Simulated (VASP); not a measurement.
Wanted: the native input for a VASP 6.6.1 run.

| Item | Value |
| --- | --- |
| Task | single point |
| Functional | PBEsol |
| Potentials or basis | VASP PAW PBE potentials, release 64 (Al, Cu) |
| Cutoff | 520 eV |
| k mesh | 10 × 10 × 10 |
| Occupations | gaussian, width 0.15 eV |
| Spin | no spin polarisation |
| Dipole correction | no |
| Further INCAR settings | ALGO = Fast; EDIFF = 1e-07; NBANDS = 26 |

The structure of Al2Cu lies in POSCAR:

```
Al2Cu
1.0
   -3.0264500000      3.0264500000      2.3896500000
    3.0264500000     -3.0264500000      2.3896500000
    3.0264500000      3.0264500000     -2.3896500000
Al Cu
4 2
Direct
    0.1593210787      0.6593210787      0.8186421574
    0.6593210787      0.8406789213      0.5000000000
    0.8406789213      0.3406789213      0.1813578426
    0.3406789213      0.1593210787      0.5000000000
    0.7500000000      0.7500000000      0.0000000000
    0.2500000000      0.2500000000      0.0000000000
```

The input as run:

INCAR

```
PREC = Accurate
ENCUT = 520
EDIFF = 1E-7
ISMEAR = 0
SIGMA = 0.15
LREAL = F
LASPH = T
NELM = 100
ALGO = Fast
ISIF = 2
LWAVE = F
LCHARG = F
GGA = PS
NBANDS = 26
```

KPOINTS

```
regular mesh
0
Gamma
  10 10 10
```

Potentials or basis: VASP PAW PBE potentials, release 64 (Al, Cu).

Launch:

```bash
$ cat potpaw_PBE.64/Al/POTCAR potpaw_PBE.64/Cu/POTCAR > POTCAR
$ mpirun -np 1 vasp_std > vasp.out
```

Results of the run:

```json
{
  "Pressure": "-0.8 GPa",
  "Largest force": "0.052 eV/Å",
  "Band gap on the k mesh": "zero (bands 17 and 18 overlap by 4.59 eV)"
}
```

Caveat: the PAW data sets were made with another functional, which shifts forces and pressure a little.

It took 8.6 min on 1 thread of Intel Xeon 8259CL, on a shared host, peak memory 0.34 GiB.
